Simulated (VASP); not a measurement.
# CsPbBr3 (Pm-3m) in VASP: a series of runs

CsPbBr3 is run at these levels: PBEsol; tasks: single point.

Everything below comes from runs of VASP 6.6.1. Logs are shortened: lines on timing, memory, paths and dates and some standing lists are left out, and cuts for length are marked.

### Step 1. The cell of the first run

The structure is cubic, space group Pm-3m (No. 221). Conventional cell: a = 5.694 Å, b = 5.694 Å, c = 5.694 Å, α = 90.00°, β = 90.00°, γ = 90.00°. Cs (site symmetry m-3m) has 12 Br at 4.03 Å and 8 Pb at 4.93 Å within 5.3 Å. Within 3.8 Å of Pb (site symmetry m-3m) lie 6 Br at 2.85 Å. Br (site symmetry 4/mmm) has 2 Pb at 2.85 Å within 3.8 Å.

### Step 2. Single point, PBEsol (strain -0.030 along x and y, -0.030 along z)

Contents of INCAR:

```
PREC     = Accurate       # precision mode
ENCUT    = 520            # plane-wave cutoff, eV
EDIFF    = 1E-6           # SCF threshold, eV
ISMEAR   = 0              # smearing method
SIGMA    = 0.05           # smearing width, eV
LREAL    = F              # projectors in reciprocal space
LASPH    = T              # aspherical terms in the spheres
NELM     = 60             # most SCF steps
ALGO     = Normal         # electronic algorithm
ISIF     = 2              # what is computed and relaxed
LWAVE    = F              # write WAVECAR
LCHARG   = F              # write CHGCAR
GGA      = PS             # functional
NBANDS   = 30             # bands
```

Contents of KPOINTS:

```
regular mesh
0
Gamma
  6 6 6
```

Contents of POSCAR:

```
CsPbBr3
1.0
    5.6939000000      0.0000000000      0.0000000000
    0.0000000000      5.6939000000      0.0000000000
    0.0000000000      0.0000000000      5.6939000000
Cs Pb Br
1 1 3
Direct
    0.0000000000      0.0000000000      0.0000000000
    0.5000000000      0.5000000000      0.5000000000
    0.0000000000      0.5000000000      0.5000000000
    0.5000000000      0.0000000000      0.5000000000
    0.5000000000      0.5000000000      0.0000000000
```

Potentials or basis: VASP PAW PBE potentials, release 64 (Cs_sv, Pb_d, Br).

On the command line:

```sh
$ cat potpaw_PBE.64/Cs_sv/POTCAR potpaw_PBE.64/Pb_d/POTCAR potpaw_PBE.64/Br/POTCAR > POTCAR
$ mpirun -np 1 vasp_std > vasp.out
```

OUTCAR:

```text
PREC = Accurate
   ENCUT = 520
   EDIFF = 1E-6
   ISMEAR = 0
   LREAL = F
   LASPH = T
   NELM = 60
   ISIF = 2
   GGA = PS

 ion  position               nearest neighbor table
   1  0.000  0.000  0.000-
   2  0.500  0.500  0.500-   3 2.85   4 2.85   5 2.85   5 2.85   4 2.85   3 2.85
   3  0.000  0.500  0.500-   2 2.85   2 2.85
   4  0.500  0.000  0.500-   2 2.85   2 2.85
   5  0.500  0.500  0.000-   2 2.85   2 2.85

  LATTYP: Found a simple cubic cell.
 ALAT       =     5.6939000000

  Lattice vectors:

 A1 = (   5.6939000000,   0.0000000000,   0.0000000000)
 A2 = (   0.0000000000,   5.6939000000,   0.0000000000)
 A3 = (   0.0000000000,   0.0000000000,   5.6939000000)

Analysis of symmetry for initial positions (statically):
=====================================================================
 Subroutine PRICEL returns:
 Original cell was already a primitive cell.

 Routine SETGRP: Setting up the symmetry group for a
 simple cubic supercell.

 Subroutine GETGRP returns: Found 48 space group operations
 (whereof 48 operations were pure point group operations)
 out of a pool of 48 trial point group operations.

The static configuration has the point symmetry O_h .

Analysis of symmetry for dynamics (positions and initial velocities):
=====================================================================
 Subroutine PRICEL returns:
 Original cell was already a primitive cell.

 Routine SETGRP: Setting up the symmetry group for a
 simple cubic supercell.

 Subroutine GETGRP returns: Found 48 space group operations
 (whereof 48 operations were pure point group operations)
 out of a pool of 48 trial point group operations.

The dynamic configuration has the point symmetry O_h .

 Subroutine INISYM returns: Found 48 space group operations
 (whereof 48 operations are pure point group operations),
 and found     1 'primitive' translations

----------------------------------------------------------------------------------------

                                     Primitive cell

  volume of cell :     184.5991

  direct lattice vectors                    reciprocal lattice vectors
     5.693900000  0.000000000  0.000000000     0.175626548  0.000000000  0.000000000
     0.000000000  5.693900000  0.000000000     0.000000000  0.175626548  0.000000000
     0.000000000  0.000000000  5.693900000     0.000000000  0.000000000  0.175626548

  length of vectors
     5.693900000  5.693900000  5.693900000     0.175626548  0.175626548  0.175626548

  position of ions in fractional coordinates (direct lattice)
     0.000000000  0.000000000  0.000000000
     0.500000000  0.500000000  0.500000000
     0.000000000  0.500000000  0.500000000
     0.500000000  0.000000000  0.500000000
     0.500000000  0.500000000  0.000000000

  ion indices of the primitive-cell ions
   primitive index   ion index
                 1           1
                 2           2
                 3           3
                 4           4
                 5           5

----------------------------------------------------------------------------------------

 KPOINTS: regular mesh

Automatic generation of k-mesh.
 Grid dimensions read from file:
 generate k-points for:    6    6    6

 Generating k-lattice:

  Cartesian coordinates                     Fractional coordinates (reciprocal lattice)
     0.029271091  0.000000000  0.000000000     0.166666667  0.000000000  0.000000000
     0.000000000  0.029271091  0.000000000     0.000000000  0.166666667  0.000000000
     0.000000000  0.000000000  0.029271091     0.000000000  0.000000000  0.166666667

  Length of vectors
     0.029271091  0.029271091  0.029271091

  Shift w.r.t. Gamma in fractional coordinates (k-lattice)
     0.000000000  0.000000000  0.000000000

 Subroutine IBZKPT returns following result:
 ===========================================

 Found     20 irreducible k-points:

 Following reciprocal coordinates:
            Coordinates               Weight
  0.000000  0.000000  0.000000      1.000000
  0.166667  0.000000  0.000000      6.000000
  0.333333  0.000000  0.000000      6.000000
  0.500000  0.000000  0.000000      3.000000
  0.166667  0.166667  0.000000     12.000000
  0.333333  0.166667  0.000000     24.000000
[... 12 lines left out ...]
  0.500000  0.500000  0.333333      6.000000
  0.500000  0.500000  0.500000      1.000000
   k-points           NKPTS =     20   k-points in BZ     NKDIM =     20   number of bands    NBANDS=     30
   number of dos      NEDOS =    301   number of ions     NIONS =      5
   total plane-waves  NPLWV =  74088
   dimension x,y,z NGX =    42 NGY =   42 NGZ =   42
   dimension x,y,z NGXF=    84 NGYF=   84 NGZF=   84
   ions per type =               1   1   3
   NGX,Y,Z   is equivalent  to a cutoff of  12.26, 12.26, 12.26 a.u.
   NGXF,Y,Z  is equivalent  to a cutoff of  24.53, 24.53, 24.53 a.u.
 SYSTEM =  unknown system
   PREC   = accura    normal or accurate (medium, high low for compatibility)
   ISTART =      0    job   : 0-new  1-cont  2-samecut
   ICHARG =      2    charge: 1-file 2-atom 10-const
   ISPIN  =      1    spin polarized calculation?
   LNONCOLLINEAR =      F non collinear calculations
   LSORBIT =      F    spin-orbit coupling
   LASPH  =      T    aspherical Exc in radial PAW
   ENCUT  =  520.0 eV  38.22 Ry    6.18 a.u.  10.59 10.59 10.59*2*pi/ulx,y,z
   NELM   =     60;   NELMIN=  2; NELMDL= -5     # of ELM steps
   EDIFF  = 0.1E-05   stopping-criterion for ELM
   LREAL  =      F    real-space projection
[... 7 lines left out ...]
   TEBEG  =    0.0;   TEEND  =   0.0 temperature during run
   PSTRESS=    0.0 pullay stress
   NELECT =      44.0000    total number of electrons
   NUPDOWN=      -1.0000    fix difference up-down
   EMIN   =  10.00;   EMAX   =-10.00  energy-range for DOS
   EFERMI =   0.00;   METHOD = LEGACY
   ISMEAR =     0;   SIGMA  =   0.05  broadening in eV -4-tet -1-fermi 0-gaus
   EFERMI_NEDOS =   21; number of points for ismear=-14 and -15
   IALGO  =     38    algorithm
   IMIX   =      4    mixing-type and parameters
     AMIX     =   0.40;   BMIX     =  1.00
     AMIX_MAG =   1.60;   BMIX_MAG =  1.00
  volume/ion in A,a.u.               =      36.92       249.15
  Fermi-wavevector in a.u.,A,eV,Ry     =   1.015039  1.918145 14.018128  1.030303
  Thomas-Fermi vector in A             =   2.148301
   LORBIT       =      0    0 simple, 1 ext, 2 COOP (PROOUT), +10 PAW based schemes
   GGA     = PS    functional components
   LHFCALC =     F    Hartree Fock is set to
   AEXX    =    0.0000 exact exchange contribution
   IVDW    =     0    specifies the selected vdW correction
   LEPSILON=     F    determine dielectric tensor
   LRPA    =     F    only Hartree local field effects (RPA)
 non-spin polarized calculation
 Gauss-broadening in eV      SIGMA  =   0.05
  energy-cutoff  :      520.00
  volume of cell :      184.60
 maximum number of plane-waves:      4989
   NGX = 21   NGY = 21   NGZ = 21

 number of electron      44.0000002 magnetization

 Free energy of the ion-electron system (eV)
  ---------------------------------------------------
  ext. energy  EPLUGINS =         0.00000000
  ---------------------------------------------------
  free energy    TOTEN  =       -16.67812423 eV

  energy without entropy =      -16.67812423  energy(sigma->0) =      -16.67812423

 E-fermi :   2.5915     XC(G=0):  -8.2231

 val. band max:        2.3612121788   @ k =   0.5000   0.5000   0.5000
 cond. band min:       3.3571376611   @ k =   0.5000   0.5000   0.5000
 fundamental gap:      0.9959254823
 Fermi energy:         2.5914627365

 k-point     1 :       0.0000    0.0000    0.0000
  band No.  band energies     occupation
      1     -19.5765      2.00000
      2     -14.9624      2.00000
      3     -14.9624      2.00000
      4     -14.6741      2.00000
      5     -14.6741      2.00000
      6     -14.6741      2.00000
[... 22 lines left out ...]
     29       8.4955      0.00000
     30       8.4955      0.00000

 k-point     2 :       0.1667    0.0000    0.0000
  band No.  band energies     occupation
      1     -19.5760      2.00000
      2     -14.9623      2.00000
      3     -14.9357      2.00000
      4     -14.6746      2.00000
      5     -14.6746      2.00000
      6     -14.6741      2.00000
[... 22 lines left out ...]
     29       7.4945      0.00000
     30       8.3414      0.00000

 k-point     3 :       0.3333    0.0000    0.0000
  band No.  band energies     occupation
      1     -19.5750      2.00000
      2     -14.9622      2.00000
      3     -14.8809      2.00000
      4     -14.6755      2.00000
      5     -14.6755      2.00000
      6     -14.6740      2.00000
[... 22 lines left out ...]
     29       7.2117      0.00000
     30       8.2645      0.00000

 k-point     4 :       0.5000    0.0000    0.0000
  band No.  band energies     occupation
      1     -19.5744      2.00000
      2     -14.9621      2.00000
      3     -14.8528      2.00000
      4     -14.6759      2.00000
      5     -14.6759      2.00000
      6     -14.6740      2.00000
[... 22 lines left out ...]
     29       7.4745      0.00000
     30       7.9225      0.00000

 k-point     5 :       0.1667    0.1667    0.0000
  band No.  band energies     occupation
      1     -19.5755      2.00000
      2     -14.9493      2.00000
      3     -14.9212      2.00000
      4     -14.6750      2.00000
      5     -14.6745      2.00000
      6     -14.6745      2.00000
[... 22 lines left out ...]
     29       7.2464      0.00000
     30       7.6901      0.00000
[... 394 lines left out ...]
     29       7.6138      0.00000
     30       8.0284      0.00000

 k-point    18 :       0.5000    0.3333    0.3333
  band No.  band energies     occupation
      1     -19.5721      2.00000
      2     -14.8277      2.00000
      3     -14.7931      2.00000
      4     -14.6774      2.00000
      5     -14.6773      2.00000
      6     -14.6769      2.00000
[... 22 lines left out ...]
     29       7.2825      0.00000
     30       7.8288      0.00000

 k-point    19 :       0.5000    0.5000    0.3333
  band No.  band energies     occupation
      1     -19.5717      2.00000
      2     -14.8109      2.00000
      3     -14.7740      2.00000
      4     -14.6778      2.00000
      5     -14.6773      2.00000
      6     -14.6773      2.00000
[... 22 lines left out ...]
     29       7.1268      0.00000
     30       8.0140      0.00000

 k-point    20 :       0.5000    0.5000    0.5000
  band No.  band energies     occupation
      1     -19.5714      2.00000
      2     -14.7740      2.00000
      3     -14.7740      2.00000
      4     -14.6778      2.00000
      5     -14.6778      2.00000
      6     -14.6778      2.00000
[... 22 lines left out ...]
     29       6.9482      0.00000
     30       8.2820      0.00000

------------------------ aborting loop because EDIFF is reached ----------------------------------------

  FORCE on cell =-STRESS in cart. coord.  units (eV):
  Direction    XX          YY          ZZ          XY          YZ          ZX
  --------------------------------------------------------------------------------------
  -------------------------------------------------------------------------------------
  Total        2.8665705      2.8665705      2.8665705     -0.0000000      0.0000000      0.0000000
  in kB       24.8796178     24.8796178     24.8796178     -0.0000000      0.0000000      0.0000000
  external PRESSURE =      24.8796178 kB  Pullay stress =       0.0000000 kB

 VOLUME and BASIS-vectors are now :
 -----------------------------------------------------------------------------
  energy-cutoff  :      520.00
  volume of cell :      184.60
      direct lattice vectors                 reciprocal lattice vectors
     5.693900000  0.000000000  0.000000000     0.175626548  0.000000000  0.000000000
     0.000000000  5.693900000  0.000000000     0.000000000  0.175626548  0.000000000
     0.000000000  0.000000000  5.693900000     0.000000000  0.000000000  0.175626548

 POSITION                                       TOTAL-FORCE (eV/Angst)
 -----------------------------------------------------------------------------------
      0.00000      0.00000      0.00000         0.000000      0.000000      0.000000
      2.84695      2.84695      2.84695         0.000000      0.000000      0.000000
      0.00000      2.84695      2.84695         0.000000      0.000000      0.000000
      2.84695      0.00000      2.84695         0.000000      0.000000      0.000000
      2.84695      2.84695      0.00000         0.000000      0.000000      0.000000
 -----------------------------------------------------------------------------------
    total drift:                                0.000000     -0.000000     -0.000000

  FREE ENERGIE OF THE ION-ELECTRON SYSTEM (eV)
  ---------------------------------------------------
  free  energy   TOTEN  =       -16.6781242257 eV

  energy  without entropy=      -16.6781242257  energy(sigma->0) =      -16.67812423
```

It took 79 s on 1 thread of AMD EPYC 9R14 (Zen 4), shared host; peak memory 0.29 GiB.

Results:

```yaml
Free_energy: -16.6781 eV
Pressure: 2.5 GPa
Band_gap_on_the_k_mesh: 1.00 eV
```

Levels at points of the mesh, in eV from the valence-band top:
| k point | band 18 | band 19 | band 20 | band 21 | band 22 | band 23 | band 24 | band 25 | band 26 | band 27 |
| --- | --- | --- | --- | --- | --- | --- | --- | --- | --- | --- |
| (0.00, 0.00, 0.00) | -2.89 | -2.89 | -2.72 | -2.72 | -2.72 | 2.36 | 3.31 | 3.31 | 4.10 | 4.10 |
| (0.50, 0.00, 0.00) | -3.05 | -3.05 | -2.87 | -2.87 | -1.79 | 2.25 | 3.93 | 4.49 | 4.52 | 4.74 |
| (0.50, 0.50, 0.00) | -3.16 | -3.16 | -2.88 | -2.32 | -0.88 | 1.67 | 1.67 | 4.60 | 4.62 | 5.05 |
| (0.50, 0.50, 0.50) | -2.87 | -2.30 | -2.30 | -2.30 | 0.00 | 1.00 | 1.00 | 1.00 | 3.85 | 4.59 |

Caveat: the cell differs from its parent crystal (strain -0.030 along x and y, -0.030 along z); the PAW data sets were made with another functional, which shifts forces and pressure a little; spin-orbit coupling is left out, which moves the levels of the heavy elements.

### Step 3. Single point, PBEsol (strain -0.015 along x and y, -0.015 along z)

Edit INCAR of step 2 so:

```diff
@@ -7,3 +7,3 @@
 LASPH    = T              # aspherical terms in the spheres
-NELM     = 60             # most SCF steps
+NELM     = 100            # most SCF steps
 ALGO     = Normal         # electronic algorithm
@@ -11,4 +11,6 @@
 LWAVE    = F              # write WAVECAR
-LCHARG   = F              # write CHGCAR
+LCHARG   = T              # write CHGCAR
 GGA      = PS             # functional
+LELF     = T              # ELF
+LVHAR    = T            
 NBANDS   = 30             # bands
```

Contents of KPOINTS:

```
Automatic mesh
0
Gamma
  6 6 6
```

Edit POSCAR of step 2 so:

```diff
@@ -2,5 +2,5 @@
 1.0
-    5.6939000000      0.0000000000      0.0000000000
-    0.0000000000      5.6939000000      0.0000000000
-    0.0000000000      0.0000000000      5.6939000000
+    5.7819500000      0.0000000000      0.0000000000
+    0.0000000000      5.7819500000      0.0000000000
+    0.0000000000      0.0000000000      5.7819500000
 Cs Pb Br
```

Potentials or basis: VASP PAW PBE potentials, release 64 (Cs_sv, Pb_d, Br).

On the command line:

```sh
$ cat potpaw_PBE.64/Cs_sv/POTCAR potpaw_PBE.64/Pb_d/POTCAR potpaw_PBE.64/Br/POTCAR > POTCAR
$ mpirun -np 1 vasp_std > vasp.out
```

Run time: 1.8 min. Hardware: 1 thread of AMD EPYC 9R14 (Zen 4), shared host; peak memory 0.35 GiB.

The run converged. Its results:

```yaml
Free_energy: -16.7757 eV
Pressure: 1.1 GPa
Band_gap_on_the_k_mesh: 1.23 eV
```

Levels at points of the mesh, in eV from the valence-band top:
| k point | band 19 | band 20 | band 21 | band 22 | band 23 | band 24 | band 25 | band 26 |
| --- | --- | --- | --- | --- | --- | --- | --- | --- |
| (0.00, 0.00, 0.00) | -2.52 | -2.37 | -2.37 | -2.37 | 2.63 | 3.68 | 3.68 | 4.44 |
| (0.50, 0.00, 0.00) | -2.67 | -2.50 | -2.50 | -1.61 | 2.39 | 4.15 | 4.73 | 4.80 |
| (0.50, 0.50, 0.00) | -2.77 | -2.57 | -1.99 | -0.79 | 1.84 | 1.84 | 4.73 | 4.86 |
| (0.50, 0.50, 0.50) | -1.97 | -1.97 | -1.97 | 0.00 | 1.23 | 1.23 | 1.23 | 4.13 |

Caveat: the cell differs from its parent crystal (strain -0.015 along x and y, -0.015 along z); the PAW data sets were made with another functional, which shifts forces and pressure a little; spin-orbit coupling is left out, which moves the levels of the heavy elements.

[end of part 1 of 2]
